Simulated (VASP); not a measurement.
A run of VASP 6.6.1:

INCAR

```
SYSTEM = Zn4Ge
  PREC = Accurate
  ENCUT = 520
  EDIFF = 1E-6
  ISMEAR = 0
  SIGMA = 0.1
  LREAL = .False.
  LASPH = .True.
  NELM = 100
  ALGO = Normal
  ISIF = 2
  LWAVE = .False.
  LCHARG = .False.
  GGA = PE
  NBANDS = 39
```

File KPOINTS:

```
regular mesh
0
Gamma
  8 8 8
  0 0 0
```

POSCAR

```
Zn4Ge
1.0
    4.6686162816      0.0000000000      0.0000000000
    0.0000000000      4.6686162816      0.0000000000
    0.0000000000      0.0000000000      4.6686162816
Zn Ge
4 1
Direct
    0.0000000000      0.5000000000      0.5000000000
    0.5000000000      0.0000000000      0.5000000000
    0.5000000000      0.5000000000      0.0000000000
    0.5000000000      0.5000000000      0.5000000000
    0.0000000000      0.0000000000      0.0000000000
```

Potentials or basis: VASP PAW PBE potentials, release 64 (Zn, Ge_d).

The run is started by

```bash
$ cat potpaw_PBE.64/Zn/POTCAR potpaw_PBE.64/Ge_d/POTCAR > POTCAR
$ mpirun -np 1 vasp_std > vasp.out
```

Hardware: 1 thread of Intel(R) Xeon(R) Platinum 8375C CPU @ 2.90GHz (Ice Lake), on a shared host.

Estimate the wall time of this run.

Run time: 110 s on 1 thread of Intel(R) Xeon(R) Platinum 8375C CPU @ 2.90GHz (Ice Lake), on a shared host, peak memory 0.27 GiB. Counts: scf iterations 13, k points 35.
